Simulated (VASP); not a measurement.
A run of VASP 6.6.1 is set up as follows.

Contents of INCAR:

```
SYSTEM = AlRu4
ALGO     = Fast           ! electronic algorithm
EDIFF    = 1E-7           ! SCF threshold, eV
ENCUT    = 520            ! plane-wave cutoff, eV
GGA      = PE             ! functional
ISIF     = 2              ! what is computed and relaxed
ISMEAR   = 0              ! smearing method
LASPH    = .TRUE.         ! aspherical terms in the spheres
LCHARG   = .FALSE.        ! write CHGCAR
LREAL    = .FALSE.        ! projectors in reciprocal space
LWAVE    = .FALSE.        ! write WAVECAR
NBANDS   = 38             ! bands
NELM     = 80             ! most SCF steps
PREC     = Accurate       ! precision mode
SIGMA    = 0.1            ! smearing width, eV
```

File KPOINTS:

```
k-points
0
G
  4 4 4
  0 0 0
```

POSCAR

```
AlRu4
1.0
    4.3933923300      0.0000000000      0.0000000000
    0.0000000000      4.3933923300      0.0000000000
    0.0000000000      0.0000000000      4.3933923300
Al Ru
1 4
Direct
    0.0000000000      0.0000000000      0.0000000000
    0.2437810800      0.7562189200      0.7562189200
    0.7562189200      0.2437810800      0.7562189200
    0.7562189200      0.7562189200      0.2437810800
    0.2437810800      0.2437810800      0.2437810800
```

Potentials or basis: VASP PAW PBE potentials, release 64 (Al, Ru_pv).

The run is started by

```console
$ cat potpaw_PBE.64/Al/POTCAR potpaw_PBE.64/Ru_pv/POTCAR > POTCAR
$ mpirun -np 1 vasp_std > vasp.out
```

Task: Predict the largest force.

Result: 13.343 eV/Å.

Task: Predict the pressure.

Result: 31.3 GPa.

Forces in eV/Å, atoms in the order of the input:
```
Al   0.000  0.000  0.000
Ru   7.704 -7.704 -7.704
Ru  -7.704  7.704 -7.704
Ru  -7.704 -7.704  7.704
Ru   7.704  7.704  7.704
```

Caveat: forces of over 1 eV/Å act on the atoms, so gaps and moduli don't describe the material at rest.
